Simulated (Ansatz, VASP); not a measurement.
## HC19O: VASP beside Ansatz

```
C H O
1.0
     7.39800    0.00000    0.00000
    -3.69900    6.40686    0.00000
     0.00000    0.00000   13.00000
C H O
19 1 1
Cartesian
  -0.0150 0.0276 0.9457
  1.2221 0.7419 0.9562
  -1.2425 2.1658 1.1596
  0.0164 2.8885 0.9698
  -2.4844 4.3023 0.9464
  -1.2424 5.0119 0.9602
  2.4566 0.0289 0.9558
  3.6910 0.7414 0.9536
  1.2313 2.1651 0.9432
  2.4572 2.8789 0.9171
  0.0000 4.3044 0.9435
  1.2283 5.0130 0.9157
  4.9277 0.0278 0.9429
  6.1555 0.7215 0.9713
  3.6838 2.1652 0.9431
  4.8983 2.8871 0.9698
  2.4568 4.2991 0.9101
  3.6850 5.0125 0.9185
  -1.1718 2.4577 2.8996
  -1.2720 3.5503 3.0568
  -1.0475 1.5948 3.7012
```

Alike in both runs: functional PBE; k mesh 2 × 2 × 1; occupations gaussian, width 0.02 eV; collinear spin.

Ansatz relaxed the structure, and its values are those at the end. VASP's run is a single point on that final structure, the one shown.

|  | VASP | Ansatz |
| --- | --- | --- |
| version | VASP 6.6.1 | Ansatz 0.2.0 |
| potentials or method | VASP PAW PBE potentials, release 64 (C, H, O), cutoff 520 eV | scalar-relativistic, plane waves, PAW |
| valence electrons in the cell | 83 | 83 |

Ansatz gave:

| Quantity | Value |
| --- | --- |
| rms of the force components (eV/Å) | 0.007 |
| net moment per atom (μB) | 0.00 |

Task: Estimate VASP's values.

Result: rms of the force components (eV/Å): 0.116; net moment per atom (μB): 0.00.

One of these differences is far larger than is usual between the two programs; its cause wasn't traced. Ansatz's warnings: filled band counts differ across k points, seeded moment not kept.

The k mesh is coarse, so the values compare programs but aren't converged. Noted on VASP's run: the standard files for N, O and F lose accuracy on very short bonds.
